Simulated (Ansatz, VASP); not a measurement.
# HfGeTe in VASP and in Ansatz

Contents of INCAR:

```
SYSTEM = HfGeTe
ALGO = Normal ; EDIFF = 1E-7
ENCUT = 520 ; ISIF = 2
ISMEAR = -1 ; LASPH = .TRUE.
LCHARG = .FALSE. ; LREAL = .FALSE.
LWAVE = .FALSE. ; NBANDS = 39
NELM = 100 ; PREC = Accurate
SIGMA = 0.05
```

The input KPOINTS:

```
k-points
0
G
  6 6 3
  0 0 0
```

The input POSCAR:

```
HfGeTe
1.0
    3.8700000000      0.0000000000      0.0000000000
    0.0000000000      3.8700000000      0.0000000000
    0.0000000000      0.0000000000      8.5000000000
Hf Ge Te
2 2 2
Direct
    0.0000000000      0.5000000000      0.2410000000
    0.5000000000      0.0000000000      0.7590000000
    0.0000000000      0.0000000000      0.0000000000
    0.5000000000      0.5000000000      0.0000000000
    0.0000000000      0.5000000000      0.6200000000
    0.5000000000      0.0000000000      0.3800000000
```

Input for Ansatz:

```yaml
crystal:
  lattice:
    - [3.87, 0.0, 0.0]
    - [0.0, 3.87, 0.0]
    - [0.0, 0.0, 8.5]
  atoms:
    - { symbol: Hf, position: [0.0, 0.5, 0.241] }
    - { symbol: Hf, position: [0.5, 0.0, 0.759] }
    - { symbol: Ge, position: [0.0, 0.0, 0.0] }
    - { symbol: Ge, position: [0.5, 0.5, 0.0] }
    - { symbol: Te, position: [0.0, 0.5, 0.62] }
    - { symbol: Te, position: [0.5, 0.0, 0.38] }
basis:
  ecutwfc: 470.0
kpoints:
  mp_grid:
    grid: [6, 6, 3]
hamiltonian:
  xc: lda
  pseudopotentials:
    kind: paw
scf:
  occupations:
    method: fermi_dirac
    width: 0.05
output:
  stress: true
```

Alike in both runs: task single point; functional LDA; k mesh 6 × 6 × 3; occupations fermi-dirac, width 0.05 eV; no spin polarisation.

|  | VASP | Ansatz |
| --- | --- | --- |
| version | VASP 6.6.1 | Ansatz 0.2.0 |
| potentials or method | VASP PAW LDA potentials, release 64 (Hf_pv, Ge_d, Te), cutoff 520 eV | plane waves, PAW |
| valence electrons in the cell | 60 | 112 |

```tsv
	VASP	Ansatz	Ansatz less VASP
pressure (GPa)	-4.5	-4.5	0.00
traceless stress, the component that is largest in VASP (GPa)	0.52	0.57	+0.045
```

LDA's correlation is that of Perdew and Zunger in VASP and of Perdew and Wang (1992) in Ansatz. VASP's potentials hold 60 valence electrons a cell and Ansatz's 112, so a difference there can come from the potentials and not from the codes.

Neither program's run includes spin-orbit coupling.
